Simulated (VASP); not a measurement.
# Nb (Fm-3m) in VASP: settings compared

Nb is run at these levels: PBE, RPBE; tasks: single point.

Everything below comes from runs of VASP 6.6.1. Logs are shortened: lines on timing, memory, paths and dates and some standing lists are left out, and cuts for length are marked.

### 1 The cell of the first run

Symmetry: Fm-3m, No. 225, cubic system. Conventional cell: a = 4.230 Å, b = 4.230 Å, c = 4.230 Å, α = 90.00°, β = 90.00°, γ = 90.00°. Nb (site symmetry m-3m) has 12 Nb at 2.99 Å within 3.9 Å.

This isn't the form of Nb at room conditions, which is bcc.

### 2 Single point, PBE

INCAR

```
SYSTEM = Nb
  ALGO = Normal
  EDIFF = 1E-6
  ENCUT = 500
  GGA = PE
  GGA_COMPAT = .FALSE.
  ISIF = 2
  ISMEAR = 0
  LASPH = .TRUE.
  LCHARG = .FALSE.
  LREAL = .FALSE.
  LWAVE = .FALSE.
  NBANDS = 12
  NELM = 120
  PREC = Accurate
  SIGMA = 0.1
```

KPOINTS

```
k-points
0
G
  11 11 11
  0 0 0
```

POSCAR

```
Nb
1.0
    0.0000000000      2.1150000000      2.1150000000
    2.1150000000      0.0000000000      2.1150000000
    2.1150000000      2.1150000000      0.0000000000
Nb
1
Direct
    0.0000000000      0.0000000000      0.0000000000
```

Potentials or basis: VASP PAW PBE potentials, release 64 (Nb_sv).

On the command line:

```sh
> cat potpaw_PBE.64/Nb_sv/POTCAR > POTCAR
> mpirun -np 1 vasp_std > vasp.out
```

OUTCAR:

```text
SYSTEM = Nb
   EDIFF = 1E-6
   ENCUT = 500
   GGA = PE
   ISIF = 2
   ISMEAR = 0
   LASPH = .TRUE.
   LREAL = .FALSE.
   NELM = 120
   PREC = Accurate

 ion  position               nearest neighbor table
   1  0.000  0.000  0.000-

  LATTYP: Found a face centered cubic cell.
 ALAT       =     4.2300000000

  Lattice vectors:

 A1 = (   0.0000000000,   2.1150000000,   2.1150000000)
 A2 = (   2.1150000000,   0.0000000000,   2.1150000000)
 A3 = (   2.1150000000,   2.1150000000,   0.0000000000)

Analysis of symmetry for initial positions (statically):
=====================================================================
 Subroutine PRICEL returns:
 Original cell was already a primitive cell.

 Routine SETGRP: Setting up the symmetry group for a
 face centered cubic supercell.

 Subroutine GETGRP returns: Found 48 space group operations
 (whereof 48 operations were pure point group operations)
 out of a pool of 48 trial point group operations.

The static configuration has the point symmetry O_h .

Analysis of symmetry for dynamics (positions and initial velocities):
=====================================================================
 Subroutine PRICEL returns:
 Original cell was already a primitive cell.

 Routine SETGRP: Setting up the symmetry group for a
 face centered cubic supercell.

 Subroutine GETGRP returns: Found 48 space group operations
 (whereof 48 operations were pure point group operations)
 out of a pool of 48 trial point group operations.

The dynamic configuration has the point symmetry O_h .

 Subroutine INISYM returns: Found 48 space group operations
 (whereof 48 operations are pure point group operations),
 and found     1 'primitive' translations

----------------------------------------------------------------------------------------

                                     Primitive cell

  volume of cell :      18.9217

  direct lattice vectors                    reciprocal lattice vectors
     0.000000000  2.115000000  2.115000000    -0.236406619  0.236406619  0.236406619
     2.115000000  0.000000000  2.115000000     0.236406619 -0.236406619  0.236406619
     2.115000000  2.115000000  0.000000000     0.236406619  0.236406619 -0.236406619

  length of vectors
     2.991061684  2.991061684  2.991061684     0.409468276  0.409468276  0.409468276

  position of ions in fractional coordinates (direct lattice)
     0.000000000  0.000000000  0.000000000

  ion indices of the primitive-cell ions
   primitive index   ion index
                 1           1

----------------------------------------------------------------------------------------

 KPOINTS: k-points

Automatic generation of k-mesh.
 Grid dimensions read from file:
 generate k-points for:   11   11   11

 Generating k-lattice:

  Cartesian coordinates                     Fractional coordinates (reciprocal lattice)
    -0.021491511  0.021491511  0.021491511     0.090909091  0.000000000  0.000000000
     0.021491511 -0.021491511  0.021491511     0.000000000  0.090909091  0.000000000
     0.021491511  0.021491511 -0.021491511     0.000000000  0.000000000  0.090909091

  Length of vectors
     0.037224389  0.037224389  0.037224389

  Shift w.r.t. Gamma in fractional coordinates (k-lattice)
     0.000000000  0.000000000  0.000000000

 Subroutine IBZKPT returns following result:
 ===========================================

 Found     56 irreducible k-points:

 Following reciprocal coordinates:
            Coordinates               Weight
  0.000000  0.000000  0.000000      1.000000
  0.090909  0.000000  0.000000      8.000000
  0.181818  0.000000  0.000000      8.000000
  0.272727  0.000000  0.000000      8.000000
  0.363636  0.000000  0.000000      8.000000
  0.454545  0.000000  0.000000      8.000000
[... 16 lines left out ...]
 -0.272727  0.181818  0.000000     24.000000
 -0.181818  0.181818  0.000000     12.000000
 [... further k-points ...]
   k-points           NKPTS =     56   k-points in BZ     NKDIM =     56   number of bands    NBANDS=     12
   number of dos      NEDOS =    301   number of ions     NIONS =      1
   total plane-waves  NPLWV =  13824
   dimension x,y,z NGX =    24 NGY =   24 NGZ =   24
   dimension x,y,z NGXF=    48 NGYF=   48 NGZF=   48
   ions per type =               1
   NGX,Y,Z   is equivalent  to a cutoff of  13.34, 13.34, 13.34 a.u.
   NGXF,Y,Z  is equivalent  to a cutoff of  26.68, 26.68, 26.68 a.u.
 SYSTEM =  Nb
   PREC   = accura    normal or accurate (medium, high low for compatibility)
   ISTART =      0    job   : 0-new  1-cont  2-samecut
   ICHARG =      2    charge: 1-file 2-atom 10-const
   ISPIN  =      1    spin polarized calculation?
   LNONCOLLINEAR =      F non collinear calculations
   LSORBIT =      F    spin-orbit coupling
   LASPH  =      T    aspherical Exc in radial PAW
   ENCUT  =  500.0 eV  36.75 Ry    6.06 a.u.   5.45  5.45  5.45*2*pi/ulx,y,z
   NELM   =    120;   NELMIN=  2; NELMDL= -5     # of ELM steps
   EDIFF  = 0.1E-05   stopping-criterion for ELM
   LREAL  =      F    real-space projection
   EDIFFG = 0.1E-04   stopping-criterion for IOM
   NSW    =      0    number of steps for IOM
   IBRION =     -1    ionic relax: 0-MD 1-quasi-New 2-CG
   NFREE  =      0    steps in history (QN), initial steepest desc. (CG)
   ISIF   =      2    stress and relaxation
   ISYM   =      2    0-nonsym 1-usesym 2-fastsym
   POTIM  = 0.5000    time-step for ionic-motion
   TEBEG  =    0.0;   TEEND  =   0.0 temperature during run
   PSTRESS=    0.0 pullay stress
   NELECT =      13.0000    total number of electrons
   NUPDOWN=      -1.0000    fix difference up-down
   EMIN   =  10.00;   EMAX   =-10.00  energy-range for DOS
   EFERMI =   0.00;   METHOD = LEGACY
   ISMEAR =     0;   SIGMA  =   0.10  broadening in eV -4-tet -1-fermi 0-gaus
   EFERMI_NEDOS =   21; number of points for ismear=-14 and -15
   IALGO  =     38    algorithm
   IMIX   =      4    mixing-type and parameters
     AMIX     =   0.40;   BMIX     =  1.00
     AMIX_MAG =   1.60;   BMIX_MAG =  1.00
  volume/ion in A,a.u.               =      18.92       127.69
  Fermi-wavevector in a.u.,A,eV,Ry     =   1.444560  2.729823 28.392005  2.086754
  Thomas-Fermi vector in A             =   2.562841
   LORBIT       =      0    0 simple, 1 ext, 2 COOP (PROOUT), +10 PAW based schemes
   GGA     = PE    functional components
   LHFCALC =     F    Hartree Fock is set to
   AEXX    =    0.0000 exact exchange contribution
   IVDW    =     0    specifies the selected vdW correction
   LEPSILON=     F    determine dielectric tensor
   LRPA    =     F    only Hartree local field effects (RPA)
 non-spin polarized calculation
 Gauss-broadening in eV      SIGMA  =   0.10
  energy-cutoff  :      500.00
  volume of cell :       18.92
 maximum number of plane-waves:       531
 NGX is ok and might be reduce to    24
   NGX = 11   NGY = 11   NGZ = 11

 number of electron      13.0000001 magnetization

 Free energy of the ion-electron system (eV)
  ---------------------------------------------------
  ext. energy  EPLUGINS =         0.00000000
  ---------------------------------------------------
  free energy    TOTEN  =        -9.89705296 eV

  energy without entropy =       -9.89017459  energy(sigma->0) =       -9.89361378

 E-fermi :  10.8776     XC(G=0): -12.2487

 val. band max:       10.8570008109   @ k =   0.3636   0.2727   0.0909
 cond. band min:      10.8954026298   @ k =  -0.1818   0.1818   0.0000
 fundamental gap:      0.0384018189
 Fermi energy:        10.8775939611

 k-point     1 :       0.0000    0.0000    0.0000
  band No.  band energies     occupation
      1     -43.9374      2.00000
      2     -19.3409      2.00000
      3     -19.3409      2.00000
      4     -19.3409      2.00000
      5       4.6490      2.00000
      6      10.9685      0.19882
      7      10.9685      0.19882
      8      10.9685      0.19882
      9      13.5334      0.00000
     10      13.5334      0.00000
     11      22.6632      0.00000
     12      27.4054      0.00000

 k-point     2 :       0.0909    0.0000    0.0000
  band No.  band energies     occupation
      1     -43.9228      2.00000
      2     -19.4385      2.00000
      3     -19.3530      2.00000
      4     -19.3530      2.00000
      5       4.9508      2.00000
      6      10.7423      1.94433
      7      11.1032      0.00142
      8      11.1032      0.00142
      9      13.4192      0.00000
     10      13.4192      0.00000
     11      23.2579      0.00000
     12      26.2628      0.00000

 k-point     3 :       0.1818    0.0000    0.0000
  band No.  band energies     occupation
      1     -43.8835      2.00000
      2     -19.6950      2.00000
      3     -19.3853      2.00000
      4     -19.3853      2.00000
      5       5.7470      2.00000
      6      10.3050      2.00000
      7      11.3414      0.00000
      8      11.3414      0.00000
      9      13.3244      0.00000
     10      13.3244      0.00000
     11      24.0514      0.00000
     12      25.1874      0.00000
[... 286 lines left out ...]
 k-point    23 :      -0.2727    0.1818    0.0000
  band No.  band energies     occupation
      1     -43.7696      2.00000
      2     -20.1776      2.00000
      3     -19.7126      2.00000
      4     -19.4653      2.00000
      5       7.9731      2.00000
      6       9.8647      2.00000
      7      10.2920      2.00000
      8      11.8415      0.00000
      9      13.2554      0.00000
     10      16.3907      0.00000
     11      23.1977      0.00000
     12      25.6304      0.00000

 k-point    24 :      -0.1818    0.1818    0.0000
  band No.  band energies     occupation
      1     -43.8141      2.00000
      2     -19.9885      2.00000
      3     -19.6109      2.00000
      4     -19.4159      2.00000
      5       7.2319      2.00000
      6       9.6701      2.00000
      7      10.8954      0.80115
      8      12.2246      0.00000
      9      12.2600      0.00000
     10      15.1610      0.00000
     11      24.1329      0.00000
     12      26.6902      0.00000

 [... further k-points ...]

------------------------ aborting loop because EDIFF is reached ----------------------------------------

  FORCE on cell =-STRESS in cart. coord.  units (eV):
  Direction    XX          YY          ZZ          XY          YZ          ZX
  --------------------------------------------------------------------------------------
  -------------------------------------------------------------------------------------
  Total       -0.2607286     -0.2607286     -0.2607286      0.0000000     -0.0000000     -0.0000000
  in kB      -22.0769061    -22.0769061    -22.0769061      0.0000000     -0.0000000     -0.0000000
  external PRESSURE =     -22.0769061 kB  Pullay stress =       0.0000000 kB

 VOLUME and BASIS-vectors are now :
 -----------------------------------------------------------------------------
  energy-cutoff  :      500.00
  volume of cell :       18.92
      direct lattice vectors                 reciprocal lattice vectors
     0.000000000  2.115000000  2.115000000    -0.236406619  0.236406619  0.236406619
     2.115000000  0.000000000  2.115000000     0.236406619 -0.236406619  0.236406619
     2.115000000  2.115000000  0.000000000     0.236406619  0.236406619 -0.236406619

 POSITION                                       TOTAL-FORCE (eV/Angst)
 -----------------------------------------------------------------------------------
      0.00000      0.00000      0.00000         0.000000     -0.000000      0.000000
 -----------------------------------------------------------------------------------
    total drift:                               -0.000000      0.000000     -0.000000

  FREE ENERGIE OF THE ION-ELECTRON SYSTEM (eV)
  ---------------------------------------------------
  free  energy   TOTEN  =        -9.8970529643 eV

  energy  without entropy=       -9.8901745942  energy(sigma->0) =       -9.89361378
```

Run time: 19 s. Hardware: 1 thread of Intel Xeon 8259CL, shared host; peak memory 0.14 GiB.

Results:

* Free energy: -9.8971 eV
* Pressure: -2.2 GPa
* Band gap on the k mesh: zero (an odd number of electrons rules out a gap without spin polarisation)

### 3 Single point, RPBE, non-collinear spin, zero start, spin-orbit coupling

INCAR

```
SYSTEM = Nb
ALGO = Normal
EDIFF = 1E-6
ENCUT = 500
GGA = RP
GGA_COMPAT = .False.
ISIF = 2
ISMEAR = 0
LASPH = .True.
LCHARG = .False.
LMAXMIX = 4
LNONCOLLINEAR = .True.
LORBIT = 11
LORBMOM = .True.
LREAL = .False.
LSORBIT = .True.
LWAVE = .False.
MAGMOM = 0 0 0
NBANDS = 24
NELM = 200
PREC = Accurate
SIGMA = 0.1
```

KPOINTS

```
k-points
0
Gamma
  8 8 8
  0 0 0
```

POSCAR is that of step 2.

Potentials or basis: VASP PAW PBE potentials, release 64 (Nb_sv).

On the command line:

```sh
> cat potpaw_PBE.64/Nb_sv/POTCAR > POTCAR
> mpirun -np 1 vasp_ncl > vasp.out
```

OUTCAR:

```text
SYSTEM = Nb
   EDIFF = 1E-6
   ENCUT = 500
   GGA = RP
   ISIF = 2
   ISMEAR = 0
   LASPH = .True.
   LNONCOLLINEAR = .True.
   LORBIT = 11
   LREAL = .False.
   LSORBIT = .True.
   NELM = 200
   PREC = Accurate

 ion  position               nearest neighbor table
   1  0.000  0.000  0.000-

  LATTYP: Found a face centered cubic cell.
 ALAT       =     4.2300000000

  Lattice vectors:

 A1 = (   0.0000000000,   2.1150000000,   2.1150000000)
 A2 = (   2.1150000000,   0.0000000000,   2.1150000000)
 A3 = (   2.1150000000,   2.1150000000,   0.0000000000)

Analysis of symmetry for initial positions (statically):
[... 896 lines left out ...]
 ----------------------------------------
  1         0.000   0.000   0.000
 ----------------------------------------
            0.000   0.000   0.000

 Spin-Orbit-Coupling matrix elements

 Ion:    1  E_soc:     -0.1781338
 l=   1
     0.0000000    -0.0267760    -0.0267760
    -0.0267760     0.0000000    -0.0267760
    -0.0267760    -0.0267760     0.0000000
 l=   2
     0.0000000    -0.0007207     0.0000000    -0.0007207    -0.0021923
    -0.0007207     0.0000000    -0.0016443    -0.0007207    -0.0005481
     0.0000000    -0.0016443     0.0000000    -0.0016443     0.0000000
    -0.0007207    -0.0007207    -0.0016443     0.0000000    -0.0005481
    -0.0021923    -0.0005481     0.0000000    -0.0005481     0.0000000
 l=   3
     0.0000000     0.0000000     0.0000000     0.0000000     0.0000000     0.0000000     0.0000000
     0.0000000     0.0000000     0.0000000     0.0000000     0.0000000     0.0000000     0.0000000
     0.0000000     0.0000000     0.0000000     0.0000000     0.0000000     0.0000000     0.0000000
     0.0000000     0.0000000     0.0000000     0.0000000     0.0000000     0.0000000     0.0000000
     0.0000000     0.0000000     0.0000000     0.0000000     0.0000000     0.0000000     0.0000000
     0.0000000     0.0000000     0.0000000     0.0000000     0.0000000     0.0000000     0.0000000
     0.0000000     0.0000000     0.0000000     0.0000000     0.0000000     0.0000000     0.0000000

 total charge

# of ion       s       p       d       tot
------------------------------------------
    1        2.218   6.003   2.416  10.638

 magnetization (x)

# of ion       s       p       d       tot
------------------------------------------
    1       -0.000   0.000   0.000  -0.000

 magnetization (y)

# of ion       s       p       d       tot
------------------------------------------
    1       -0.000   0.000   0.000  -0.000

 magnetization (z)

# of ion       s       p       d       tot
------------------------------------------
    1       -0.000   0.000   0.000  -0.000
```

Run time: 66 s. Hardware: 1 thread of Intel Xeon 8259CL, shared host; peak memory 0.2 GiB.

What came out:

* Free energy: -9.4707 eV
* Pressure: 0.6 GPa
* Net moment: 0.00 μB per cell
* Valence electrons inside the program's atomic spheres: Nb 10.64

Moments on the atoms (μB; x, y, z):
```
Nb  0.00 0.00 0.00
```

Caveat: the PAW data sets were made with another functional, which shifts forces and pressure a little.

### 4 Single point, PBE, collinear spin

This run uses another cell than the first one, of 20.44 Å³/atom.

INCAR

```
SYSTEM = Nb
PREC = Accurate ; ENCUT = 520
EDIFF = 1E-6 ; ISMEAR = 0
SIGMA = 0.025 ; LREAL = .FALSE.
LASPH = .TRUE. ; NELM = 150
ALGO = Normal ; ISIF = 2
LWAVE = .FALSE. ; LCHARG = .FALSE.
ISPIN = 2 ; MAGMOM = 0.1
LORBIT = 11 ; LMAXMIX = 4
GGA = PE ; NBANDS = 16
```

KPOINTS

```
Automatic mesh
0
G
  11 11 11
  0 0 0
```

POSCAR

```
Nb
1.0
    3.0687861212      0.0000000000      0.0000000000
    1.5343930606      2.6576467397      0.0000000000
    1.5343930606      0.8858822466      2.5056533756
Nb
1
Direct
    0.0000000000      0.0000000000      0.0000000000
```

On the command line:

```sh
> cat potpaw_PBE.64/Nb_sv/POTCAR > POTCAR
> mpirun -np 1 vasp_std > vasp.out
```

It took 46 s on 1 thread of Intel Xeon 8259CL, shared host; peak memory 0.16 GiB.

It converged, with:

| Item | Value |
| --- | --- |
| Free energy | -9.8207 eV |
| Pressure | -12.6 GPa |
| Net moment | 0.02 μB per cell |
| Valence electrons inside the program's atomic spheres | Nb 10.54 |

Levels at points of the mesh, in eV from the Fermi level:
Spin up:
| k point | band 2 | band 3 | band 4 | band 5 | band 6 | band 7 | band 8 | band 9 | band 10 | band 11 |
| --- | --- | --- | --- | --- | --- | --- | --- | --- | --- | --- |
| (0.00, 0.00, 0.00) | -30.46 | -30.46 | -30.46 | -6.04 | 0.11 | 0.11 | 0.11 | 2.41 | 2.41 | 11.67 |
Spin down:
| k point | band 2 | band 3 | band 4 | band 5 | band 6 | band 7 | band 8 | band 9 | band 10 | band 11 |
| --- | --- | --- | --- | --- | --- | --- | --- | --- | --- | --- |
| (0.00, 0.00, 0.00) | -30.45 | -30.45 | -30.45 | -6.02 | 0.13 | 0.13 | 0.13 | 2.43 | 2.43 | 11.68 |

Caveat: the cell stands under tension.

### 5 Summary

```csv
level,spin,cell,k mesh,cutoff (eV),smearing,gap on the mesh (eV),pressure (GPa),moment (μB)
PBE,off,"a = 2.991 Å, angles 60.0°, 1 atom",11 × 11 × 11,500,gaussian 0.1 eV,none,-2.2,-
RPBE,"non-collinear, zero start, SOC","a = 2.991 Å, angles 60.0°, 1 atom",8 × 8 × 8,500,gaussian 0.1 eV,-,0.6,0.00
PBE,collinear,"a = 3.069 Å, angles 60.0°, 1 atom",11 × 11 × 11,520,gaussian 0.025 eV,none,-12.6,0.02
```

Alike in all rows: task single point; potentials or basis VASP PAW PBE potentials, release 64 (Nb_sv).

Caveats: the PAW data sets were made with another functional, which shifts forces and pressure a little (at least some runs); the cell stands under tension (at least some runs).

Total energies depend on the potentials used, so only differences within one code and one set of settings carry meaning.
